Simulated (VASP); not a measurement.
Nb, 1 atom in the cell. The structure is cubic, space group Im-3m (No. 229). The conventional cell has a = 3.253 Å, b = 3.253 Å, c = 3.253 Å, α = 90.00°, β = 90.00°, γ = 90.00°. Nb (site symmetry m-3m) has 14 Nb at 2.82 to 3.25 Å within 3.7 Å. 

* Program: VASP 6.6.1
* Task: relaxation of cell and atoms
* Functional: LDA
* Potentials or basis: VASP PAW LDA potentials, release 64 (Nb_sv)
* Cutoff: 600 eV
* k mesh: 16 × 16 × 16
* Occupations: gaussian, width 0.1 eV
* Spin: no spin polarisation
* Dipole correction: no
* Further INCAR settings: ALGO = Normal; EDIFF = 1e-06; IBRION = 2; EDIFFG = -0.002; NSW = 100; ISIF = 3

Potentials or basis: VASP PAW LDA potentials, release 64 (Nb_sv).

The run is started by

```sh
$ cat potpaw_LDA.64/Nb_sv/POTCAR > POTCAR
$ mpirun -np 1 vasp_std > vasp.out
```

Hardware: 1 thread of Intel Xeon 8259CL, on a shared host.

Task: Estimate the wall time of this run.

Result: Wall time 72 s on 1 thread of Intel Xeon 8259CL, with other jobs on the host, peak memory 0.16 GiB. Counts: scf iterations 27, k points 145, ion steps 3.
